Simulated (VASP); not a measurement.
# Ir (Fm-3m) in VASP: further runs

Ir is run at these levels: PBE; tasks: single point, relaxation of cell and atoms.

All numbers are computed with VASP 6.6.1; they aren't measurements. Logs are shortened: lines on timing, memory, paths and dates and some standing lists are left out, and cuts for length are marked.

## (1) The cell of the first run

Symmetry: Fm-3m, No. 225, cubic system. The conventional cell has a = 3.871 Å, b = 3.871 Å, c = 3.871 Å, α = 90.00°, β = 90.00°, γ = 90.00°. Within 3.6 Å of Ir (site symmetry m-3m) lie 12 Ir at 2.74 Å.

## (2) Single point, PBE

File INCAR:

```
PREC = Accurate ; ENCUT = 520
EDIFF = 1E-6 ; ISMEAR = 0
SIGMA = 0.1 ; LREAL = False
LASPH = True ; NELM = 60
ALGO = Normal ; ISIF = 2
LWAVE = False ; LCHARG = True
GGA = PE ; LELF = True
LVHAR = True ; NBANDS = 10
```

File KPOINTS:

```
Automatic mesh
0
Gamma
  18 18 18
```

File POSCAR:

```
Ir
1.0
    0.0000000000      1.9352838162      1.9352838162
    1.9352838162      0.0000000000      1.9352838162
    1.9352838162      1.9352838162      0.0000000000
Ir
1
Direct
    0.0000000000      0.0000000000      0.0000000000
```

Potentials or basis: VASP PAW PBE potentials, release 64 (Ir).

Started as:

```console
cat potpaw_PBE.64/Ir/POTCAR > POTCAR
mpirun -np 1 vasp_std > vasp.out
```

OUTCAR:

```text
PREC = Accurate
   ENCUT = 520
   EDIFF = 1E-6
   ISMEAR = 0
   LREAL = False
   LASPH = True
   NELM = 60
   ISIF = 2
   GGA = PE

 ion  position               nearest neighbor table
   1  0.000  0.000  0.000-

  LATTYP: Found a face centered cubic cell.
 ALAT       =     3.8705676324

  Lattice vectors:

 A1 = (   0.0000000000,   1.9352838162,   1.9352838162)
 A2 = (   1.9352838162,   0.0000000000,   1.9352838162)
 A3 = (   1.9352838162,   1.9352838162,   0.0000000000)

Analysis of symmetry for initial positions (statically):
=====================================================================
 Subroutine PRICEL returns:
 Original cell was already a primitive cell.

 Routine SETGRP: Setting up the symmetry group for a
 face centered cubic supercell.

 Subroutine GETGRP returns: Found 48 space group operations
 (whereof 48 operations were pure point group operations)
 out of a pool of 48 trial point group operations.

The static configuration has the point symmetry O_h .

Analysis of symmetry for dynamics (positions and initial velocities):
=====================================================================
 Subroutine PRICEL returns:
 Original cell was already a primitive cell.

 Routine SETGRP: Setting up the symmetry group for a
 face centered cubic supercell.

 Subroutine GETGRP returns: Found 48 space group operations
 (whereof 48 operations were pure point group operations)
 out of a pool of 48 trial point group operations.

The dynamic configuration has the point symmetry O_h .

 Subroutine INISYM returns: Found 48 space group operations
 (whereof 48 operations are pure point group operations),
 and found     1 'primitive' translations

----------------------------------------------------------------------------------------

                                     Primitive cell

  volume of cell :      14.4965

  direct lattice vectors                    reciprocal lattice vectors
     0.000000000  1.935283816  1.935283816    -0.258360038  0.258360038  0.258360038
     1.935283816  0.000000000  1.935283816     0.258360038 -0.258360038  0.258360038
     1.935283816  1.935283816  0.000000000     0.258360038  0.258360038 -0.258360038

  length of vectors
     2.736904620  2.736904620  2.736904620     0.447492712  0.447492712  0.447492712

  position of ions in fractional coordinates (direct lattice)
     0.000000000  0.000000000  0.000000000

  ion indices of the primitive-cell ions
   primitive index   ion index
                 1           1

----------------------------------------------------------------------------------------

 KPOINTS: Automatic mesh

Automatic generation of k-mesh.
 Grid dimensions read from file:
 generate k-points for:   18   18   18

 Generating k-lattice:

  Cartesian coordinates                     Fractional coordinates (reciprocal lattice)
    -0.014353335  0.014353335  0.014353335     0.055555556  0.000000000  0.000000000
     0.014353335 -0.014353335  0.014353335     0.000000000  0.055555556  0.000000000
     0.014353335  0.014353335 -0.014353335     0.000000000  0.000000000  0.055555556

  Length of vectors
     0.024860706  0.024860706  0.024860706

  Shift w.r.t. Gamma in fractional coordinates (k-lattice)
     0.000000000  0.000000000  0.000000000

 Subroutine IBZKPT returns following result:
 ===========================================

 Found    195 irreducible k-points:

 Following reciprocal coordinates:
            Coordinates               Weight
  0.000000  0.000000  0.000000      1.000000
  0.055556  0.000000  0.000000      8.000000
  0.111111  0.000000  0.000000      8.000000
  0.166667  0.000000  0.000000      8.000000
  0.222222  0.000000  0.000000      8.000000
  0.277778  0.000000  0.000000      8.000000
[... 16 lines left out ...]
 -0.277778  0.055556  0.000000     24.000000
 -0.222222  0.055556  0.000000     24.000000
 [... further k-points ...]
   k-points           NKPTS =    195   k-points in BZ     NKDIM =    195   number of bands    NBANDS=     10
   number of dos      NEDOS =    301   number of ions     NIONS =      1
   total plane-waves  NPLWV =   8000
   dimension x,y,z NGX =    20 NGY =   20 NGZ =   20
   dimension x,y,z NGXF=    40 NGYF=   40 NGZF=   40
   ions per type =               1
   NGX,Y,Z   is equivalent  to a cutoff of  12.15, 12.15, 12.15 a.u.
   NGXF,Y,Z  is equivalent  to a cutoff of  24.30, 24.30, 24.30 a.u.
 SYSTEM =  unknown system
   PREC   = accura    normal or accurate (medium, high low for compatibility)
   ISTART =      0    job   : 0-new  1-cont  2-samecut
   ICHARG =      2    charge: 1-file 2-atom 10-const
   ISPIN  =      1    spin polarized calculation?
   LNONCOLLINEAR =      F non collinear calculations
   LSORBIT =      F    spin-orbit coupling
   LASPH  =      T    aspherical Exc in radial PAW
   ENCUT  =  520.0 eV  38.22 Ry    6.18 a.u.   5.09  5.09  5.09*2*pi/ulx,y,z
   NELM   =     60;   NELMIN=  2; NELMDL= -5     # of ELM steps
   EDIFF  = 0.1E-05   stopping-criterion for ELM
   LREAL  =      F    real-space projection
   EDIFFG = 0.1E-04   stopping-criterion for IOM
   NSW    =      0    number of steps for IOM
   IBRION =     -1    ionic relax: 0-MD 1-quasi-New 2-CG
   NFREE  =      0    steps in history (QN), initial steepest desc. (CG)
   ISIF   =      2    stress and relaxation
   ISYM   =      2    0-nonsym 1-usesym 2-fastsym
   POTIM  = 0.5000    time-step for ionic-motion
   TEBEG  =    0.0;   TEEND  =   0.0 temperature during run
   PSTRESS=    0.0 pullay stress
   NELECT =       9.0000    total number of electrons
   NUPDOWN=      -1.0000    fix difference up-down
   EMIN   =  10.00;   EMAX   =-10.00  energy-range for DOS
   EFERMI =   0.00;   METHOD = LEGACY
   ISMEAR =     0;   SIGMA  =   0.10  broadening in eV -4-tet -1-fermi 0-gaus
   EFERMI_NEDOS =   21; number of points for ismear=-14 and -15
   IALGO  =     38    algorithm
   IMIX   =      4    mixing-type and parameters
     AMIX     =   0.40;   BMIX     =  1.00
     AMIX_MAG =   1.60;   BMIX_MAG =  1.00
  volume/ion in A,a.u.               =      14.50        97.83
  Fermi-wavevector in a.u.,A,eV,Ry     =   1.396586  2.639165 26.537515  1.950452
  Thomas-Fermi vector in A             =   2.519926
   LORBIT       =      0    0 simple, 1 ext, 2 COOP (PROOUT), +10 PAW based schemes
   GGA     = PE    functional components
   LHFCALC =     F    Hartree Fock is set to
   AEXX    =    0.0000 exact exchange contribution
   IVDW    =     0    specifies the selected vdW correction
   LEPSILON=     F    determine dielectric tensor
   LRPA    =     F    only Hartree local field effects (RPA)
 non-spin polarized calculation
 Gauss-broadening in eV      SIGMA  =   0.10
  energy-cutoff  :      520.00
  volume of cell :       14.50
 maximum number of plane-waves:       397
   NGX = 11   NGY = 11   NGZ = 11

 number of electron       9.0000000 magnetization

 Free energy of the ion-electron system (eV)
  ---------------------------------------------------
  ext. energy  EPLUGINS =         0.00000000
  ---------------------------------------------------
  free energy    TOTEN  =        -8.85375890 eV

  energy without entropy =       -8.84839762  energy(sigma->0) =       -8.85107826

 E-fermi :  10.0182     XC(G=0): -13.8431

 val. band max:       10.0154368234   @ k =   0.5000   0.2222   0.1111
 cond. band min:      10.0226155533   @ k =   0.3333   0.1111   0.0556
 fundamental gap:      0.0071787299
 Fermi energy:        10.0181701974

 k-point     1 :       0.0000    0.0000    0.0000
  band No.  band energies     occupation
      1      -0.8707      2.00000
      2       6.2441      2.00000
      3       6.2441      2.00000
      4       6.2441      2.00000
      5       8.8300      2.00000
      6       8.8300      2.00000
      7      24.3589      0.00000
      8      29.8003      0.00000
      9      29.8003      0.00000
     10      29.8003      0.00000

 k-point     2 :       0.0556    0.0000    0.0000
  band No.  band energies     occupation
      1      -0.7366      2.00000
      2       6.1732      2.00000
      3       6.3021      2.00000
      4       6.3021      2.00000
      5       8.7930      2.00000
      6       8.7930      2.00000
      7      24.5884      0.00000
      8      29.0622      0.00000
      9      30.0182      0.00000
     10      30.0182      0.00000

 k-point     3 :       0.1111    0.0000    0.0000
  band No.  band energies     occupation
      1      -0.3477      2.00000
      2       5.9910      2.00000
      3       6.4540      2.00000
      4       6.4540      2.00000
      5       8.7125      2.00000
      6       8.7125      2.00000
      7      25.2183      0.00000
      8      27.6119      0.00000
      9      30.6515      0.00000
     10      30.6515      0.00000

 k-point     4 :       0.1667    0.0000    0.0000
  band No.  band energies     occupation
      1       0.2499      2.00000
      2       5.7837      2.00000
      3       6.6246      2.00000
      4       6.6246      2.00000
      5       8.6831      2.00000
      6       8.6831      2.00000
      7      25.8940      0.00000
      8      26.2118      0.00000
      9      31.6380      0.00000
     10      31.6380      0.00000
[... 222 lines left out ...]
 k-point    22 :      -0.3333    0.0556    0.0000
  band No.  band energies     occupation
      1       2.1724      2.00000
      2       6.3361      2.00000
      3       6.4715      2.00000
      4       6.7332      2.00000
      5       9.6249      2.00000
      6      10.4906      0.00000
      7      20.5037      0.00000
      8      25.2795      0.00000
      9      30.4288      0.00000
     10      32.4843      0.00000

 k-point    23 :      -0.2778    0.0556    0.0000
  band No.  band energies     occupation
      1       1.8764      2.00000
      2       5.9257      2.00000
      3       6.5435      2.00000
      4       6.6470      2.00000
      5       9.0258      2.00000
      6       9.9036      1.89496
      7      22.3592      0.00000
      8      26.2078      0.00000
      9      31.4368      0.00000
     10      33.5817      0.00000

 k-point    24 :      -0.2222    0.0556    0.0000
  band No.  band energies     occupation
      1       1.3015      2.00000
      2       5.5993      2.00000
      3       6.6855      2.00000
      4       6.7746      2.00000
      5       8.5590      2.00000
      6       9.3834      2.00000
      7      24.0425      0.00000
      8      26.8165      0.00000
      9      31.7748      0.00000
     10      33.0128      0.00000

 [... further k-points ...]
[... 5 lines left out ...]
  --------------------------------------------------------------------------------------
  -------------------------------------------------------------------------------------
  Total        0.0456099      0.0456099      0.0456099      0.0000000      0.0000000     -0.0000000
  in kB        5.0408744      5.0408744      5.0408744      0.0000000      0.0000000     -0.0000000
  external PRESSURE =       5.0408744 kB  Pullay stress =       0.0000000 kB

 VOLUME and BASIS-vectors are now :
 -----------------------------------------------------------------------------
  energy-cutoff  :      520.00
  volume of cell :       14.50
      direct lattice vectors                 reciprocal lattice vectors
     0.000000000  1.935283816  1.935283816    -0.258360038  0.258360038  0.258360038
     1.935283816  0.000000000  1.935283816     0.258360038 -0.258360038  0.258360038
     1.935283816  1.935283816  0.000000000     0.258360038  0.258360038 -0.258360038

 POSITION                                       TOTAL-FORCE (eV/Angst)
 -----------------------------------------------------------------------------------
      0.00000      0.00000      0.00000         0.000000      0.000000      0.000000
 -----------------------------------------------------------------------------------
    total drift:                               -0.000000     -0.000000     -0.000000

  FREE ENERGIE OF THE ION-ELECTRON SYSTEM (eV)
  ---------------------------------------------------
  free  energy   TOTEN  =        -8.8537588968 eV

  energy  without entropy=       -8.8483976156  energy(sigma->0) =       -8.85107826
```

Wall time 11 s (1 thread of AMD EPYC 9R45 (Zen 5), shared host); peak memory 0.12 GiB.

Results:

```yaml
Free_energy: -8.8538 eV
Pressure: 0.5 GPa
Band_gap_on_the_k_mesh: zero (an odd number of electrons rules out a gap without spin polarisation)
```

Levels at points of the mesh, in eV from the Fermi level:
```
           k point  band 1  band 2  band 3  band 4  band 5  band 6  band 7  band 8
(0.00, 0.00, 0.00)  -10.89   -3.77   -3.77   -3.77   -1.19   -1.19   14.34   19.78
(0.50, 0.00, 0.00)   -7.88   -3.87   -3.87   -0.73    0.82    0.82    6.99   13.88
(0.50, 0.50, 0.00)   -7.67   -7.11    0.79    1.38    1.38    1.67   10.15   11.56
```

Caveat: spin-orbit coupling is left out, which moves the levels of the heavy elements.

## (3) Relaxation of cell and atoms, PBE

This run uses another cell than the first one, of 14.56 Å³/atom.

File INCAR:

```
  PREC = Accurate
  ENCUT = 600
  EDIFF = 1E-7
  ISMEAR = 0
  SIGMA = 0.1
  LREAL = False
  LASPH = True
  NELM = 80
  ALGO = Normal
  ISIF = 3
  LWAVE = False
  LCHARG = False
  GGA = PE
  IBRION = 2
  NSW = 100
  EDIFFG = -0.002
```

File KPOINTS:

```
regular mesh
0
Gamma
  18 18 18
```

File POSCAR:

```
Ir
1.0
    0.0000000000      1.9380596429      1.9380596429
    1.9380596429      0.0000000000      1.9380596429
    1.9380596429      1.9380596429      0.0000000000
Ir
1
Direct
    0.0000000000      0.0000000000      0.0000000000
```

Potentials or basis: VASP PAW PBE potentials, release 64 (Ir).

Started as:

```console
cat potpaw_PBE.64/Ir/POTCAR > POTCAR
mpirun -np 1 vasp_std > vasp.out
```

Wall time 28 s (1 thread of AMD EPYC 9R45 (Zen 5), shared host); peak memory 0.14 GiB.

The run converged. Its results:

```yaml
Free_energy: -8.8540 eV
Relaxed_volume: 14.52 Å³/atom
Relaxed_cell: a = 2.738 Å, b = 2.738 Å, c = 2.738 Å, α = 60.00°, β = 60.00°, γ = 60.00°
Space_group_after_relaxing_to_0.1_Å: Fm-3m (No. 225)
Energy_gained_by_relaxing: 0.1 meV/atom
Ionic_steps: 3
Pressure_after_relaxing: 0.0 GPa
Band_gap_on_the_k_mesh: zero (an odd number of electrons rules out a gap without spin polarisation)
```

The path:
```tsv
step	energy change (eV)	largest force (eV/Å)	pressure (GPa)	volume (Å³)
1	0.0000	0.0000	-0.90	14.56
2	0.0012	0.0000	3.29	14.39
3	-0.0001	0.0000	0.01	14.52
```

Final structure:
```cif
data_structure
_symmetry_space_group_name_H-M 'P 1'
_symmetry_Int_Tables_number 1
_cell_length_a 2.7384
_cell_length_b 2.7384
_cell_length_c 2.7384
_cell_angle_alpha 60.000
_cell_angle_beta 60.000
_cell_angle_gamma 60.000
_cell_volume 14.52
loop_
_atom_site_label
_atom_site_type_symbol
_atom_site_fract_x
_atom_site_fract_y
_atom_site_fract_z
_atom_site_occupancy
Ir1 Ir 0.00000 0.00000 0.00000 1
```

Levels at points of the mesh, in eV from the Fermi level:
| k point | band 2 | band 3 | band 4 | band 5 | band 6 | band 7 |
| --- | --- | --- | --- | --- | --- | --- |
| (0.00, 0.00, 0.00) | -3.76 | -3.76 | -3.76 | -1.19 | -1.19 | 14.34 |
| (0.50, 0.00, 0.00) | -3.86 | -3.86 | -0.72 | 0.82 | 0.82 | 6.97 |
| (0.50, 0.50, 0.00) | -7.09 | 0.79 | 1.37 | 1.37 | 1.67 | 10.13 |

Caveat: spin-orbit coupling is left out, which moves the levels of the heavy elements.
